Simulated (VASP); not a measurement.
# SiC (Pmn2_1) in VASP: a series of runs

SiC is run at these levels: PBE; tasks: single point.

All numbers are computed with VASP 6.6.1; they aren't measurements. Logs are shortened: lines on timing, memory, paths and dates and some standing lists are left out, and cuts for length are marked.

## Step 1: The cell of the first run

It takes space group Pmn2_1 (No. 31, orthorhombic). The conventional cell has a = 3.075 Å, b = 8.924 Å, c = 4.348 Å, α = 90.00°, β = 90.00°, γ = 90.00°. Si (site symmetry m) has 4 C at 1.65 to 1.88 Å within 2.2 Å. Si (site symmetry m) has 4 C at 1.88 Å within 2.5 Å. Si (site symmetry m) has 4 C at 1.88 Å within 2.5 Å. Within 2.5 Å of C (site symmetry m) lie 4 Si at 1.88 Å. C (site symmetry m) has 4 Si at 1.88 Å within 2.5 Å. Within 2.2 Å of C (site symmetry m) lie 4 Si at 1.65 to 1.88 Å.

## Step 2: Single point, PBE

File INCAR:

```
SYSTEM = SiC
PREC = Accurate ; ENCUT = 520
EDIFF = 1E-6 ; ISMEAR = 0
SIGMA = 0.05 ; LREAL = .False.
LASPH = .True. ; NELM = 60
ALGO = Normal ; ISIF = 2
LWAVE = .False. ; LCHARG = .False.
GGA = PE ; NBANDS = 36
```

File KPOINTS:

```
regular mesh
0
Gamma
  6 9 3
  0 0 0
```

File POSCAR:

```
SiC
1.0
    4.3480000000      0.0000000000      0.0000000000
    0.0000000000      2.1740000000     -2.1740000000
    0.0000000000      6.3098679656      6.3098679656
Si C
6 6
Direct
    0.0000000000      0.0000000000      0.9474669411
    0.5000000000      0.5000000000      0.0861176974
    0.0000000000      0.0000000000      0.2583875461
    0.5000000000      0.5000000000      0.4306573949
    0.0000000000      0.0000000000      0.6029272436
    0.5000000000      0.5000000000      0.7751970923
    0.7500000000      0.0000000000      0.4306573949
    0.2500000000      0.5000000000      0.6029272436
    0.7500000000      0.0000000000      0.7751970923
    0.2500000000      0.5000000000      0.9474669411
    0.7500000000      0.0000000000      0.0861176974
    0.2500000000      0.5000000000      0.2583875461
```

Potentials or basis: VASP PAW PBE potentials, release 64 (Si, C).

Launch:

```bash
$ cat potpaw_PBE.64/Si/POTCAR potpaw_PBE.64/C/POTCAR > POTCAR
$ mpirun -np 1 vasp_std > vasp.out
```

OUTCAR:

```text
SYSTEM = SiC
   PREC = Accurate
   ENCUT = 520
   EDIFF = 1E-6
   ISMEAR = 0
   LREAL = .False.
   LASPH = .True.
   NELM = 60
   ISIF = 2
   GGA = PE

 ion  position               nearest neighbor table
   1  0.000  0.000  0.947-  11 1.65  10 1.88  10 1.88   9 1.88   3 2.77   2 2.94   2 2.94   2 2.94
                             2 2.94   5 3.07   6 3.07   6 3.07   6 3.07   6 3.07
   2  0.500  0.500  0.086-  10 1.65  12 1.88  11 1.88  11 1.88   6 2.77   1 2.94   1 2.94   1 2.94
                             1 2.94   3 3.07   3 3.07   3 3.07   3 3.07   4 3.07
   3  0.000  0.000  0.258-  11 1.88  12 1.88  12 1.88   7 1.88   1 2.77   2 3.07   2 3.07   2 3.07
                             2 3.07   5 3.07   4 3.07   4 3.07   4 3.07   4 3.07
   4  0.500  0.500  0.431-   8 1.88   7 1.88   7 1.88  12 1.88   6 3.07   5 3.07   5 3.07   5 3.07
                             5 3.07   2 3.07   3 3.07   3 3.07   3 3.07   3 3.07
   5  0.000  0.000  0.603-   7 1.88   9 1.88   8 1.88   8 1.88   4 3.07   4 3.07   6 3.07   6 3.07
                             4 3.07   6 3.07   4 3.07   6 3.07   1 3.07   3 3.07
   6  0.500  0.500  0.775-   8 1.88   9 1.88   9 1.88  10 1.88   2 2.77   4 3.07   5 3.07   5 3.07
                             5 3.07   5 3.07   1 3.07   1 3.07   1 3.07   1 3.07
   7  0.750  0.000  0.431-   5 1.88   4 1.88   4 1.88   3 1.88
   8  0.250  0.500  0.603-   4 1.88   6 1.88   5 1.88   5 1.88
   9  0.750  0.000  0.775-   5 1.88   6 1.88   6 1.88   1 1.88
  10  0.250  0.500  0.947-   2 1.65   1 1.88   1 1.88   6 1.88
  11  0.750  0.000  0.086-   1 1.65   3 1.88   2 1.88   2 1.88
  12  0.250  0.500  0.258-   2 1.88   3 1.88   3 1.88   4 1.88

  LATTYP: Found a simple orthorhombic cell.
 ALAT       =     3.0745002846
 B/A-ratio  =     1.4142135624
 C/A-ratio  =     2.9024231672

  Lattice vectors:

 A1 = (   0.0000000000,  -2.1740000000,   2.1740000000)
 A2 = (   4.3480000000,   0.0000000000,   0.0000000000)
 A3 = (   0.0000000000,   6.3098679656,   6.3098679656)

Analysis of symmetry for initial positions (statically):
=====================================================================
 Subroutine PRICEL returns:
 Original cell was already a primitive cell.

 Routine SETGRP: Setting up the symmetry group for a
 simple orthorhombic supercell.

 Subroutine GETGRP returns: Found  4 space group operations
 (whereof  2 operations were pure point group operations)
 out of a pool of  8 trial point group operations.

The static configuration has the point symmetry C_1h.
 The point group associated with its full space group is C_2v.

Analysis of symmetry for dynamics (positions and initial velocities):
=====================================================================
 Subroutine PRICEL returns:
 Original cell was already a primitive cell.

 Routine SETGRP: Setting up the symmetry group for a
 simple orthorhombic supercell.

 Subroutine GETGRP returns: Found  4 space group operations
 (whereof  2 operations were pure point group operations)
 out of a pool of  8 trial point group operations.

The dynamic configuration has the point symmetry C_1h.
 The point group associated with its full space group is C_2v.

 Subroutine INISYM returns: Found  4 space group operations
 (whereof  2 operations are pure point group operations),
 and found     1 'primitive' translations

----------------------------------------------------------------------------------------

                                     Primitive cell

  volume of cell :     119.2887

  direct lattice vectors                    reciprocal lattice vectors
     4.348000000  0.000000000  0.000000000     0.229990800  0.000000000  0.000000000
     0.000000000  2.174000000 -2.174000000     0.000000000  0.229990800 -0.229990800
     0.000000000  6.309867966  6.309867966     0.000000000  0.079240961  0.079240961

  length of vectors
     4.348000000  3.074500285  8.923500854     0.229990800  0.325256109  0.112063641

  position of ions in fractional coordinates (direct lattice)
     0.000000000  0.000000000  0.947466941
     0.500000000  0.500000000  0.086117697
     0.000000000  0.000000000  0.258387546
     0.500000000  0.500000000  0.430657395
     0.000000000  0.000000000  0.602927244
     0.500000000  0.500000000  0.775197092
     0.750000000  0.000000000  0.430657395
     0.250000000  0.500000000  0.602927244
     0.750000000  0.000000000  0.775197092
     0.250000000  0.500000000  0.947466941
     0.750000000  0.000000000  0.086117697
     0.250000000  0.500000000  0.258387546

  ion indices of the primitive-cell ions
   primitive index   ion index
                 1           1
                 2           2
                 3           3
                 4           4
                 5           5
                 6           6
                 7           7
                 8           8
                 9           9
                10          10
                11          11
                12          12

----------------------------------------------------------------------------------------

 KPOINTS: regular mesh

Automatic generation of k-mesh.
 Grid dimensions read from file:
 generate k-points for:    6    9    3

 Generating k-lattice:

  Cartesian coordinates                     Fractional coordinates (reciprocal lattice)
     0.038331800  0.000000000  0.000000000     0.166666667  0.000000000  0.000000000
     0.000000000  0.025554533 -0.025554533     0.000000000  0.111111111  0.000000000
     0.000000000  0.026413654  0.026413654     0.000000000  0.000000000  0.333333333

  Length of vectors
     0.038331800  0.036139568  0.037354547

  Shift w.r.t. Gamma in fractional coordinates (k-lattice)
     0.000000000  0.000000000  0.000000000

 Subroutine IBZKPT returns following result:
 ===========================================

 Found     40 irreducible k-points:

 Following reciprocal coordinates:
            Coordinates               Weight
  0.000000  0.000000  0.000000      1.000000
  0.166667  0.000000  0.000000      2.000000
  0.333333  0.000000  0.000000      2.000000
  0.500000  0.000000  0.000000      1.000000
  0.000000  0.111111  0.000000      2.000000
  0.166667  0.111111  0.000000      4.000000
[... 16 lines left out ...]
  0.333333  0.000000  0.333333      4.000000
  0.500000  0.000000  0.333333      2.000000
 [... further k-points ...]
   k-points           NKPTS =     40   k-points in BZ     NKDIM =     40   number of bands    NBANDS=     36
   number of dos      NEDOS =    301   number of ions     NIONS =     12
   total plane-waves  NPLWV =  53760
   dimension x,y,z NGX =    32 NGY =   24 NGZ =   70
   dimension x,y,z NGXF=    64 NGYF=   48 NGZF=  140
   ions per type =               6   6
   NGX,Y,Z   is equivalent  to a cutoff of  12.24, 12.98, 13.04 a.u.
   NGXF,Y,Z  is equivalent  to a cutoff of  24.47, 25.95, 26.08 a.u.
 SYSTEM =  SiC
   PREC   = accura    normal or accurate (medium, high low for compatibility)
   ISTART =      0    job   : 0-new  1-cont  2-samecut
   ICHARG =      2    charge: 1-file 2-atom 10-const
   ISPIN  =      1    spin polarized calculation?
   LNONCOLLINEAR =      F non collinear calculations
   LSORBIT =      F    spin-orbit coupling
   LASPH  =      T    aspherical Exc in radial PAW
   ENCUT  =  520.0 eV  38.22 Ry    6.18 a.u.   8.08  5.72 16.59*2*pi/ulx,y,z
   NELM   =     60;   NELMIN=  2; NELMDL= -5     # of ELM steps
   EDIFF  = 0.1E-05   stopping-criterion for ELM
   LREAL  =      F    real-space projection
   EDIFFG = 0.1E-04   stopping-criterion for IOM
   NSW    =      0    number of steps for IOM
   IBRION =     -1    ionic relax: 0-MD 1-quasi-New 2-CG
   NFREE  =      0    steps in history (QN), initial steepest desc. (CG)
   ISIF   =      2    stress and relaxation
   ISYM   =      2    0-nonsym 1-usesym 2-fastsym
   POTIM  = 0.5000    time-step for ionic-motion
   TEBEG  =    0.0;   TEEND  =   0.0 temperature during run
   PSTRESS=    0.0 pullay stress
   NELECT =      48.0000    total number of electrons
   NUPDOWN=      -1.0000    fix difference up-down
   EMIN   =  10.00;   EMAX   =-10.00  energy-range for DOS
   EFERMI =   0.00;   METHOD = LEGACY
   ISMEAR =     0;   SIGMA  =   0.05  broadening in eV -4-tet -1-fermi 0-gaus
   EFERMI_NEDOS =   21; number of points for ismear=-14 and -15
   IALGO  =     38    algorithm
   IMIX   =      4    mixing-type and parameters
     AMIX     =   0.40;   BMIX     =  1.00
     AMIX_MAG =   1.60;   BMIX_MAG =  1.00
  volume/ion in A,a.u.               =       9.94        67.08
  Fermi-wavevector in a.u.,A,eV,Ry     =   1.208617  2.283955 19.874788  1.460756
  Thomas-Fermi vector in A             =   2.344220
   LORBIT       =      0    0 simple, 1 ext, 2 COOP (PROOUT), +10 PAW based schemes
   GGA     = PE    functional components
   LHFCALC =     F    Hartree Fock is set to
   AEXX    =    0.0000 exact exchange contribution
   IVDW    =     0    specifies the selected vdW correction
   LEPSILON=     F    determine dielectric tensor
   LRPA    =     F    only Hartree local field effects (RPA)
 non-spin polarized calculation
 Gauss-broadening in eV      SIGMA  =   0.05
  energy-cutoff  :      520.00
  volume of cell :      119.29
 maximum number of plane-waves:      3246
   NGX = 17   NGY = 11   NGZ = 33

 number of electron      48.0000002 magnetization

 Free energy of the ion-electron system (eV)
  ---------------------------------------------------
  ext. energy  EPLUGINS =         0.00000000
  ---------------------------------------------------
  free energy    TOTEN  =       -88.76135211 eV

  energy without entropy =      -88.76135211  energy(sigma->0) =      -88.76135211

 E-fermi :   9.0000     XC(G=0): -11.5257

 val. band max:        8.7697634617   @ k =   0.0000   0.0000   0.0000
 cond. band min:       9.8997262991   @ k =   0.0000   0.0000   0.0000
 fundamental gap:      1.1299628373
 Fermi energy:         8.9999635230

 k-point     1 :       0.0000    0.0000    0.0000
  band No.  band energies     occupation
      1      -7.3512      2.00000
      2      -5.7731      2.00000
      3      -5.3981      2.00000
      4      -2.4683      2.00000
      5      -2.1718      2.00000
      6      -1.9585      2.00000
[... 28 lines left out ...]
     35      16.2946      0.00000
     36      16.5362      0.00000
[... 866 lines left out ...]
      6      -3.4157      2.00000
[... 28 lines left out ...]
     35      15.9873      0.00000
     36      15.9873      0.00000

 [... further k-points ...]
[... 5 lines left out ...]
  --------------------------------------------------------------------------------------
  -------------------------------------------------------------------------------------
  Total       10.9970435     12.6631434     12.6631434      0.0000000      9.5878357      0.0000000
  in kB      147.7022743    170.0798104    170.0798104      0.0000000    128.7750778      0.0000000
  external PRESSURE =     162.6206317 kB  Pullay stress =       0.0000000 kB

 VOLUME and BASIS-vectors are now :
 -----------------------------------------------------------------------------
  energy-cutoff  :      520.00
  volume of cell :      119.29
      direct lattice vectors                 reciprocal lattice vectors
     4.348000000  0.000000000  0.000000000     0.229990800  0.000000000  0.000000000
     0.000000000  2.174000000 -2.174000000     0.000000000  0.229990800 -0.229990800
     0.000000000  6.309867966  6.309867966     0.000000000  0.079240961  0.079240961

 POSITION                                       TOTAL-FORCE (eV/Angst)
 -----------------------------------------------------------------------------------
      0.00000      5.97839      5.97839         2.816997     -3.497605     -3.497605
      2.17400      1.63039     -0.54361         2.816997      3.497605      3.497605
      0.00000      1.63039      1.63039        -0.001159      0.527380      0.527380
      2.17400      3.80439      1.63039        -0.106749      0.037916      0.037916
      0.00000      3.80439      3.80439        -0.106749     -0.037916     -0.037916
      2.17400      5.97839      3.80439        -0.001159     -0.527380     -0.527380
      3.26100      2.71739      2.71739         0.045599     -0.058534     -0.058534
      1.08700      4.89139      2.71739         0.045599      0.058534      0.058534
      3.26100      4.89139      4.89139         0.224660     -0.352668     -0.352668
      1.08700      7.06539      4.89139        -2.979347     -3.490970     -3.490970
      3.26100      0.54339      0.54339        -2.979347      3.490970      3.490970
      1.08700      2.71739      0.54339         0.224660      0.352668      0.352668
 -----------------------------------------------------------------------------------
    total drift:                               -0.000372      0.000007      0.000007

  FREE ENERGIE OF THE ION-ELECTRON SYSTEM (eV)
  ---------------------------------------------------
  free  energy   TOTEN  =       -88.7613521117 eV

  energy  without entropy=      -88.7613521117  energy(sigma->0) =      -88.76135211
```

Wall time 96 s (1 thread of AMD EPYC 9R45 (Zen 5), shared host); peak memory 0.25 GiB.

Results:

* Free energy: -88.7614 eV
* Pressure: 16.3 GPa
* Largest force: 5.766 eV/Å
* Band gap on the k mesh: 1.13 eV, direct

Forces in eV/Å, atoms in the order of the input:
```
Si   2.817 -3.498 -3.498
Si   2.817  3.498  3.498
Si  -0.001  0.527  0.527
Si  -0.107  0.038  0.038
Si  -0.107 -0.038 -0.038
Si  -0.001 -0.527 -0.527
C    0.046 -0.059 -0.059
C    0.046  0.059  0.059
C    0.225 -0.353 -0.353
C   -2.979 -3.491 -3.491
C   -2.979  3.491  3.491
C    0.225  0.353  0.353
```

Caveat: forces of over 1 eV/Å act on the atoms, so gaps and moduli don't describe the material at rest.

## Step 3: Single point, PBE

This run uses another cell than the first one, of 10.55 Å³/atom, 1.062 times its volume.

File INCAR:

```
SYSTEM = SiC
ALGO     = Normal         ! electronic algorithm
EDIFF    = 1E-7           ! SCF threshold, eV
ENCUT    = 520            ! plane-wave cutoff, eV
GGA      = PE             ! functional
ISIF     = 2              ! what is computed and relaxed
ISMEAR   = 0              ! smearing method
LASPH    = .TRUE.         ! aspherical terms in the spheres
LCHARG   = .TRUE.         ! write CHGCAR
LELF     = .TRUE.         ! ELF
LREAL    = .FALSE.        ! projectors in reciprocal space
LVHAR    = .TRUE.       
LWAVE    = .FALSE.        ! write WAVECAR
NBANDS   = 36             ! bands
NELM     = 100            ! most SCF steps
PREC     = Accurate       ! precision mode
SIGMA    = 0.05           ! smearing width, eV
```

File KPOINTS:

```
k-points
0
G
  6 9 3
  0 0 0
```

File POSCAR:

```
SiC
1.0
    4.3480000000      0.0000000000      0.0000000000
    0.0000000000      2.1740000000     -2.1740000000
    0.0000000000      6.6987766953      6.6987766953
Si C
6 6
Direct
    0.0000000000      0.0000000000      0.8924601568
    0.5000000000      0.5000000000      0.0811179899
    0.0000000000      0.0000000000      0.2433864232
    0.5000000000      0.5000000000      0.4056548566
    0.0000000000      0.0000000000      0.5679232900
    0.5000000000      0.5000000000      0.7301917234
    0.7500000000      0.0000000000      0.4056548566
    0.2500000000      0.5000000000      0.5679232900
    0.7500000000      0.0000000000      0.7301917234
    0.2500000000      0.5000000000      0.8924601568
    0.7500000000      0.0000000000      0.0811179899
    0.2500000000      0.5000000000      0.2433864232
```

Potentials or basis: VASP PAW PBE potentials, release 64 (Si, C).

Launch:

```bash
$ cat potpaw_PBE.64/Si/POTCAR potpaw_PBE.64/C/POTCAR > POTCAR
$ mpirun -np 1 vasp_std > vasp.out
```

Run time: 1.8 min. Hardware: 1 thread of AMD EPYC 9R45 (Zen 5), shared host; peak memory 0.26 GiB.

The run converged. Its results:

```yaml
Free_energy: -89.8884 eV
Pressure: 0.3 GPa
Largest_force: 1.572 eV/Å
Band_gap_on_the_k_mesh: 1.23 eV
```

Forces in eV/Å, atoms in the order of the input:
```
Si  -0.159  1.100  1.100
Si  -0.159 -1.100 -1.100
Si  -0.001 -0.247 -0.247
Si   0.071 -0.020 -0.020
Si   0.071  0.020  0.020
Si  -0.001  0.247  0.247
C   -0.037  0.036  0.036
C   -0.037 -0.036 -0.036
C   -0.154  0.141  0.141
C    0.280  1.093  1.093
C    0.280 -1.093 -1.093
C   -0.154 -0.141 -0.141
```

Stress tensor (GPa, compression positive):
```
 2.54  0.00  0.00
 0.00 -0.78 -5.52
 0.00 -5.52 -0.78
```

Levels at points of the mesh, in eV from the valence-band top:
```csv
k point,band 20,band 21,band 22,band 23,band 24,band 25,band 26,band 27,band 28,band 29
"(0.00, 0.00, 0.00)",-0.46,-0.39,-0.09,-0.01,0.00,1.23,3.72,3.79,4.25,5.70
"(0.50, 0.00, 0.00)",-1.40,-1.16,-1.16,-1.02,-1.02,3.86,3.86,5.60,5.60,5.72
```

Caveat: forces of over 1 eV/Å act on the atoms, so gaps and moduli don't describe the material at rest.

[end of part 1 of 2]
